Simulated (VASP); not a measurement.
# In (P6/mmm) in VASP: notebook

Runs on In. Level: PBEsol. Tasks: single point.

Program: VASP 6.6.1. These are calculated values, not measurements. Logs are shortened: lines on timing, memory, paths and dates and some standing lists are left out, and cuts for length are marked.

## Step 1: The cell of the first run

It takes space group P6/mmm (No. 191, hexagonal). Conventional cell: a = 5.261 Å, b = 5.261 Å, c = 3.247 Å, α = 90.00°, β = 90.00°, γ = 120.00°. In (site symmetry 6/mmm) has 14 In at 3.25 to 3.44 Å within 4.3 Å. Within 4.0 Å of In (site symmetry -6m2) lie 11 In at 3.04 to 3.44 Å.

## Step 2: Single point, PBEsol

The input, INCAR:

```
SYSTEM = In
  PREC = Accurate
  ENCUT = 520
  EDIFF = 1E-7
  ISMEAR = -1
  SIGMA = 0.1
  LREAL = .False.
  LASPH = .True.
  NELM = 80
  ALGO = Normal
  ISIF = 2
  LWAVE = .False.
  LCHARG = .False.
  GGA = PS
  NBANDS = 26
```

The input, KPOINTS:

```
Automatic mesh
0
Gamma
  7 7 10
  0 0 0
```

The input, POSCAR:

```
In
1.0
    5.2605294949      0.0000000000      0.0000000000
   -2.6302647475      4.5557521800      0.0000000000
    0.0000000000      0.0000000000      3.2469032438
In
3
Direct
    0.0000000000      1.0000000000      0.0000000000
    0.3333333333      0.6666666667      0.5000000000
    0.6666666667      0.3333333333      0.5000000000
```

Potentials or basis: VASP PAW PBE potentials, release 64 (In_d).

Launch:

```sh
cat potpaw_PBE.64/In_d/POTCAR > POTCAR
mpirun -np 1 vasp_std > vasp.out
```

OUTCAR:

```text
SYSTEM = In
   PREC = Accurate
   ENCUT = 520
   EDIFF = 1E-7
   ISMEAR = -1
   LREAL = .False.
   LASPH = .True.
   NELM = 80
   ISIF = 2
   GGA = PS

 ion  position               nearest neighbor table
   1  0.000  0.000  0.000-   2 3.44   3 3.44   2 3.44   3 3.44   3 3.44   3 3.44   2 3.44   2 3.44
                             3 3.44   3 3.44   2 3.44   2 3.44
   2  0.333  0.667  0.500-   3 3.04   3 3.04   3 3.04   1 3.44   1 3.44   1 3.44   1 3.44   1 3.44
                             1 3.44
   3  0.667  0.333  0.500-   2 3.04   2 3.04   2 3.04   1 3.44   1 3.44   1 3.44   1 3.44   1 3.44
                             1 3.44

  LATTYP: Found a hexagonal cell.
 ALAT       =     5.2605294949
 C/A-ratio  =     0.6172198534

  Lattice vectors:

 A1 = (   5.2605294949,   0.0000000000,   0.0000000000)
 A2 = (  -2.6302647475,   4.5557521800,   0.0000000000)
 A3 = (   0.0000000000,   0.0000000000,   3.2469032438)

Analysis of symmetry for initial positions (statically):
=====================================================================
 Subroutine PRICEL returns:
 Original cell was already a primitive cell.

 Routine SETGRP: Setting up the symmetry group for a
 hexagonal supercell.

 Subroutine GETGRP returns: Found 24 space group operations
 (whereof 24 operations were pure point group operations)
 out of a pool of 24 trial point group operations.

The static configuration has the point symmetry D_6h.

Analysis of symmetry for dynamics (positions and initial velocities):
=====================================================================
 Subroutine PRICEL returns:
 Original cell was already a primitive cell.

 Routine SETGRP: Setting up the symmetry group for a
 hexagonal supercell.

 Subroutine GETGRP returns: Found 24 space group operations
 (whereof 24 operations were pure point group operations)
 out of a pool of 24 trial point group operations.

The dynamic configuration has the point symmetry D_6h.

 Subroutine INISYM returns: Found 24 space group operations
 (whereof 24 operations are pure point group operations),
 and found     1 'primitive' translations

----------------------------------------------------------------------------------------

                                     Primitive cell

  volume of cell :      77.8142

  direct lattice vectors                    reciprocal lattice vectors
     5.260529495  0.000000000  0.000000000     0.190094933  0.109751361  0.000000000
    -2.630264748  4.555752180  0.000000000     0.000000000  0.219502721  0.000000000
     0.000000000  0.000000000  3.246903244     0.000000000  0.000000000  0.307985771

  length of vectors
     5.260529495  5.260529495  3.246903244     0.219502721  0.219502721  0.307985771

  position of ions in fractional coordinates (direct lattice)
     0.000000000  0.000000000  0.000000000
     0.333333333  0.666666667  0.500000000
     0.666666667  0.333333333  0.500000000

  ion indices of the primitive-cell ions
   primitive index   ion index
                 1           1
                 2           2
                 3           3

----------------------------------------------------------------------------------------

 KPOINTS: Automatic mesh

Automatic generation of k-mesh.
 Grid dimensions read from file:
 generate k-points for:    7    7   10

 Generating k-lattice:

  Cartesian coordinates                     Fractional coordinates (reciprocal lattice)
     0.027156419  0.015678766  0.000000000     0.142857143  0.000000000  0.000000000
     0.000000000  0.031357532  0.000000000     0.000000000  0.142857143  0.000000000
     0.000000000  0.000000000  0.030798577     0.000000000  0.000000000  0.100000000

  Length of vectors
     0.031357532  0.031357532  0.030798577

  Shift w.r.t. Gamma in fractional coordinates (k-lattice)
     0.000000000  0.000000000  0.000000000

 Subroutine IBZKPT returns following result:
 ===========================================

 Found     48 irreducible k-points:

 Following reciprocal coordinates:
            Coordinates               Weight
  0.000000  0.000000  0.000000      1.000000
  0.142857  0.000000  0.000000      6.000000
  0.285714  0.000000  0.000000      6.000000
  0.428571  0.000000  0.000000      6.000000
  0.142857  0.142857  0.000000      6.000000
  0.285714  0.142857  0.000000     12.000000
[... 16 lines left out ...]
  0.428571  0.142857  0.200000     12.000000
  0.285714  0.285714  0.200000     12.000000
 [... further k-points ...]
   k-points           NKPTS =     48   k-points in BZ     NKDIM =     48   number of bands    NBANDS=     26
   number of dos      NEDOS =    301   number of ions     NIONS =      3
   total plane-waves  NPLWV =  38400
   dimension x,y,z NGX =    40 NGY =   40 NGZ =   24
   dimension x,y,z NGXF=    80 NGYF=   80 NGZF=   48
   ions per type =               3
   NGX,Y,Z   is equivalent  to a cutoff of  12.64, 12.64, 12.29 a.u.
   NGXF,Y,Z  is equivalent  to a cutoff of  25.28, 25.28, 24.58 a.u.
 SYSTEM =  In
   PREC   = accura    normal or accurate (medium, high low for compatibility)
   ISTART =      0    job   : 0-new  1-cont  2-samecut
   ICHARG =      2    charge: 1-file 2-atom 10-const
   ISPIN  =      1    spin polarized calculation?
   LNONCOLLINEAR =      F non collinear calculations
   LSORBIT =      F    spin-orbit coupling
   LASPH  =      T    aspherical Exc in radial PAW
   ENCUT  =  520.0 eV  38.22 Ry    6.18 a.u.   9.78  9.78  6.04*2*pi/ulx,y,z
   NELM   =     80;   NELMIN=  2; NELMDL= -5     # of ELM steps
   EDIFF  = 0.1E-06   stopping-criterion for ELM
   LREAL  =      F    real-space projection
   EDIFFG = 0.1E-05   stopping-criterion for IOM
   NSW    =      0    number of steps for IOM
   IBRION =     -1    ionic relax: 0-MD 1-quasi-New 2-CG
   NFREE  =      0    steps in history (QN), initial steepest desc. (CG)
   ISIF   =      2    stress and relaxation
   ISYM   =      2    0-nonsym 1-usesym 2-fastsym
   POTIM  = 0.5000    time-step for ionic-motion
   TEBEG  =    0.0;   TEEND  =   0.0 temperature during run
   PSTRESS=    0.0 pullay stress
   NELECT =      39.0000    total number of electrons
   NUPDOWN=      -1.0000    fix difference up-down
   EMIN   =  10.00;   EMAX   =-10.00  energy-range for DOS
   EFERMI =   0.00;   METHOD = LEGACY
   ISMEAR =    -1;   SIGMA  =   0.10  broadening in eV -4-tet -1-fermi 0-gaus
   EFERMI_NEDOS =   21; number of points for ismear=-14 and -15
   IALGO  =     38    algorithm
   IMIX   =      4    mixing-type and parameters
     AMIX     =   0.40;   BMIX     =  1.00
     AMIX_MAG =   1.60;   BMIX_MAG =  1.00
  volume/ion in A,a.u.               =      25.94       175.04
  Fermi-wavevector in a.u.,A,eV,Ry     =   1.300399  2.457398 23.007974  1.691038
  Thomas-Fermi vector in A             =   2.431601
   LORBIT       =      0    0 simple, 1 ext, 2 COOP (PROOUT), +10 PAW based schemes
   GGA     = PS    functional components
   LHFCALC =     F    Hartree Fock is set to
   AEXX    =    0.0000 exact exchange contribution
   IVDW    =     0    specifies the selected vdW correction
   LEPSILON=     F    determine dielectric tensor
   LRPA    =     F    only Hartree local field effects (RPA)
 non-spin polarized calculation
  energy-cutoff  :      520.00
  volume of cell :       77.81
 maximum number of plane-waves:      2118
 NGX is ok and might be reduce to    40
   NGX = 19   NGY = 19   NGZ = 13

 number of electron      38.9999992 magnetization

 Free energy of the ion-electron system (eV)
  ---------------------------------------------------
  ext. energy  EPLUGINS =         0.00000000
  ---------------------------------------------------
  free energy    TOTEN  =        -8.93609222 eV

  energy without entropy =       -8.90373017  energy(sigma->0) =       -8.91991120

 E-fermi :   7.4800     XC(G=0): -10.4409

 val. band max:        7.4340874560   @ k =   0.2857   0.2857   0.3000
 cond. band min:       7.4800870670   @ k =   0.2857   0.1429   0.3000
 fundamental gap:      0.0459996110
 Fermi energy:         7.4799683643

 k-point     1 :       0.0000    0.0000    0.0000
  band No.  band energies     occupation
      1      -7.3746      2.00000
      2      -7.1255      2.00000
      3      -7.1255      2.00000
      4      -7.1226      2.00000
      5      -7.1033      2.00000
      6      -6.9959      2.00000
[... 18 lines left out ...]
     25      18.5681      0.00000
     26      18.5779      0.00000

 k-point     2 :       0.1429    0.0000    0.0000
  band No.  band energies     occupation
      1      -7.3647      2.00000
      2      -7.1787      2.00000
      3      -7.1610      2.00000
      4      -7.1296      2.00000
      5      -7.0859      2.00000
      6      -7.0206      2.00000
[... 18 lines left out ...]
     25      17.3372      0.00000
     26      17.8386      0.00000

 k-point     3 :       0.2857    0.0000    0.0000
  band No.  band energies     occupation
      1      -7.3407      2.00000
      2      -7.2510      2.00000
      3      -7.2147      2.00000
      4      -7.1506      2.00000
      5      -7.0981      2.00000
      6      -7.0499      2.00000
[... 18 lines left out ...]
     25      15.6485      0.00000
     26      16.0698      0.00000

 k-point     4 :       0.4286    0.0000    0.0000
  band No.  band energies     occupation
      1      -7.3254      2.00000
      2      -7.2903      2.00000
      3      -7.2458      2.00000
      4      -7.1728      2.00000
      5      -7.1060      2.00000
      6      -7.0664      2.00000
[... 18 lines left out ...]
     25      13.8254      0.00000
     26      15.0246      0.00000

 k-point     5 :       0.1429    0.1429    0.0000
  band No.  band energies     occupation
      1      -7.3476      2.00000
      2      -7.2222      2.00000
      3      -7.2192      2.00000
      4      -7.1340      2.00000
      5      -7.0932      2.00000
      6      -7.0329      2.00000
[... 18 lines left out ...]
     25      15.9689      0.00000
     26      17.1701      0.00000

 k-point     6 :       0.2857    0.1429    0.0000
  band No.  band energies     occupation
      1      -7.3265      2.00000
      2      -7.2802      2.00000
      3      -7.2542      2.00000
      4      -7.1503      2.00000
      5      -7.1049      2.00000
      6      -7.0483      2.00000
[... 427 lines left out ...]
 k-point    21 :       0.1429    0.1429    0.2000
  band No.  band energies     occupation
      1      -7.2674      2.00000
      2      -7.2031      2.00000
      3      -7.2010      2.00000
      4      -7.1248      2.00000
      5      -7.0953      2.00000
      6      -7.0241      2.00000
[... 18 lines left out ...]
     25      13.1122      0.00000
     26      15.3985      0.00000

 k-point    22 :       0.2857    0.1429    0.2000
  band No.  band energies     occupation
      1      -7.2912      2.00000
      2      -7.2302      2.00000
      3      -7.2061      2.00000
      4      -7.1205      2.00000
      5      -7.0815      2.00000
      6      -7.0292      2.00000
[... 18 lines left out ...]
     25      13.2661      0.00000
     26      13.3331      0.00000

 k-point    23 :       0.4286    0.1429    0.2000
  band No.  band energies     occupation
      1      -7.3019      2.00000
      2      -7.2399      2.00000
      3      -7.2056      2.00000
      4      -7.1173      2.00000
      5      -7.0765      2.00000
      6      -7.0357      2.00000
[... 18 lines left out ...]
     25      14.0316      0.00000
     26      14.1247      0.00000

 k-point    24 :       0.2857    0.2857    0.2000
  band No.  band energies     occupation
      1      -7.3109      2.00000
      2      -7.2205      2.00000
      3      -7.2127      2.00000
      4      -7.1228      2.00000
      5      -7.0614      2.00000
      6      -7.0342      2.00000
[... 18 lines left out ...]
     25      14.6430      0.00000
     26      14.8062      0.00000

 [... further k-points ...]
[... 5 lines left out ...]
  --------------------------------------------------------------------------------------
  -------------------------------------------------------------------------------------
  Total       -0.0128311     -0.0128311     -0.0097580      0.0000000      0.0000000      0.0000000
  in kB       -0.2641897     -0.2641897     -0.2009154      0.0000000      0.0000000      0.0000000
  external PRESSURE =      -0.2430983 kB  Pullay stress =       0.0000000 kB

 VOLUME and BASIS-vectors are now :
 -----------------------------------------------------------------------------
  energy-cutoff  :      520.00
  volume of cell :       77.81
      direct lattice vectors                 reciprocal lattice vectors
     5.260529495  0.000000000  0.000000000     0.190094933  0.109751361  0.000000000
    -2.630264748  4.555752180  0.000000000     0.000000000  0.219502721  0.000000000
     0.000000000  0.000000000  3.246903244     0.000000000  0.000000000  0.307985771

 POSITION                                       TOTAL-FORCE (eV/Angst)
 -----------------------------------------------------------------------------------
      0.00000      0.00000      0.00000        -0.000000      0.000000      0.000000
     -0.00000      3.03717      1.62345         0.000000      0.000000      0.000000
      2.63026      1.51858      1.62345        -0.000000     -0.000000      0.000000
 -----------------------------------------------------------------------------------
    total drift:                               -0.000000      0.000000      0.000000

  FREE ENERGIE OF THE ION-ELECTRON SYSTEM (eV)
  ---------------------------------------------------
  free  energy   TOTEN  =        -8.9360922228 eV

  energy  without entropy=       -8.9037301677  energy(sigma->0) =       -8.91991120
```

Wall time 39 s (1 thread of AMD EPYC 9R45 (Zen 5), shared host); peak memory 0.19 GiB.

Results:

```
Free energy : -8.9361 eV
Pressure    : 0.0 GPa
```

Levels at points of the mesh, in eV from the Fermi level:
```
           k point  band 16  band 17  band 18  band 19  band 20  band 21  band 22  band 23
(0.00, 0.00, 0.00)    -9.67    -2.74    -2.51    -1.08    -1.08    -0.95    -0.95     4.68
(0.00, 0.00, 0.50)    -6.17    -5.21     0.92     1.10     1.15     1.15     1.27     1.39
```

Caveat: the PAW data sets were made with another functional, which shifts forces and pressure a little; spin-orbit coupling is left out, which moves the levels of the heavy elements.

## Step 3: Single point, PBEsol (volume scaled by 0.88)

The input, INCAR:

```
PREC = Accurate ; ENCUT = 520
EDIFF = 1E-6 ; ISMEAR = -1
SIGMA = 0.1 ; LREAL = False
LASPH = True ; NELM = 100
ALGO = Normal ; ISIF = 2
LWAVE = False ; LCHARG = False
GGA = PS ; NBANDS = 26
```

The input, KPOINTS:

```
regular mesh
0
Gamma
  8 8 11
```

The input, POSCAR:

```
In
1.0
    5.0410810961      0.0000000000      0.0000000000
   -2.5205405481      4.3657042918      0.0000000000
    0.0000000000      0.0000000000      3.1114553352
In
3
Direct
    0.0000000000      1.0000000000      0.0000000000
    0.3333333333      0.6666666667      0.5000000000
    0.6666666667      0.3333333333      0.5000000000
```

Potentials or basis: VASP PAW PBE potentials, release 64 (In_d).

Launch:

```sh
cat potpaw_PBE.64/In_d/POTCAR > POTCAR
mpirun -np 1 vasp_std > vasp.out
```

OUTCAR:

```text
PREC = Accurate
   ENCUT = 520
   EDIFF = 1E-6
   ISMEAR = -1
   LREAL = False
   LASPH = True
   NELM = 100
   ISIF = 2
   GGA = PS

 ion  position               nearest neighbor table
   1  0.000  0.000  0.000-   2 3.30   3 3.30   2 3.30   3 3.30   3 3.30   3 3.30   2 3.30   2 3.30
                             3 3.30   3 3.30   2 3.30   2 3.30
   2  0.333  0.667  0.500-   3 2.91   3 2.91   3 2.91   1 3.30   1 3.30   1 3.30   1 3.30   1 3.30
                             1 3.30
   3  0.667  0.333  0.500-   2 2.91   2 2.91   2 2.91   1 3.30   1 3.30   1 3.30   1 3.30   1 3.30
                             1 3.30

[... 888 lines left out ...]

 [... further k-points ...]
[... 5 lines left out ...]
  --------------------------------------------------------------------------------------
  -------------------------------------------------------------------------------------
  Total        3.3761758      3.3761758      3.0749603     -0.0000000      0.0000000      0.0000000
  in kB       78.9939924     78.9939924     71.9463101     -0.0000000      0.0000000      0.0000000
  external PRESSURE =      76.6447650 kB  Pullay stress =       0.0000000 kB

 VOLUME and BASIS-vectors are now :
 -----------------------------------------------------------------------------
  energy-cutoff  :      520.00
  volume of cell :       68.48
      direct lattice vectors                 reciprocal lattice vectors
     5.041081096  0.000000000  0.000000000     0.198370147  0.114529058  0.000000000
    -2.520540548  4.365704292  0.000000000     0.000000000  0.229058116  0.000000000
     0.000000000  0.000000000  3.111455335     0.000000000  0.000000000  0.321393011

 POSITION                                       TOTAL-FORCE (eV/Angst)
 -----------------------------------------------------------------------------------
      0.00000      0.00000      0.00000         0.000000      0.000000     -0.000000
     -0.00000      2.91047      1.55573         0.000000      0.000000     -0.000000
      2.52054      1.45523      1.55573        -0.000000     -0.000000      0.000000
 -----------------------------------------------------------------------------------
    total drift:                               -0.000000      0.000000      0.000000

  FREE ENERGIE OF THE ION-ELECTRON SYSTEM (eV)
  ---------------------------------------------------
  free  energy   TOTEN  =        -8.6762922252 eV

  energy  without entropy=       -8.6209172726  energy(sigma->0) =       -8.64860475
```

stdout:

```text
POSCAR found type information on POSCAR In
 POSCAR found :  1 types and       3 ions
 scaLAPACK will be used
 -----------------------------------------------------------------------------
|                                                                             |
|                                                                             |
|     You enforced a specific xc type in the INCAR file but a different       |
|     I HOPE YOU KNOW WHAT YOU ARE DOING!                                     |
|                                                                             |
 -----------------------------------------------------------------------------

 LDA part: xc-table for (Slater+PW92), standard interpolation
 POSCAR, INCAR and KPOINTS ok, starting setup
 FFT: planning ... GRIDC
 FFT: planning ... GRID_SOFT
 FFT: planning ... GRID
 WAVECAR not read
 entering main loop
```

It took 42 s on 1 thread of AMD EPYC 9R45 (Zen 5), shared host; peak memory 0.2 GiB.

Results:

| Item | Value |
| --- | --- |
| Free energy | -8.6763 eV |
| Pressure | 7.7 GPa |

Stress tensor (GPa, compression positive):
```
7.90 0.00 0.00
0.00 7.90 0.00
0.00 0.00 7.19
```

Levels at points of the mesh, in eV from the Fermi level:
| k point | band 15 | band 16 | band 17 | band 18 | band 19 | band 20 | band 21 | band 22 | band 23 | band 24 |
| --- | --- | --- | --- | --- | --- | --- | --- | --- | --- | --- |
| (0.00, 0.00, 0.00) | -14.32 | -10.64 | -2.57 | -2.32 | -1.34 | -1.34 | -1.24 | -1.24 | 4.99 | 8.87 |
| (0.50, 0.00, 0.00) | -14.28 | -8.42 | -8.42 | -3.94 | -3.87 | 4.19 | 4.29 | 5.18 | 5.24 | 7.06 |

Caveat: the PAW data sets were made with another functional, which shifts forces and pressure a little; spin-orbit coupling is left out, which moves the levels of the heavy elements.
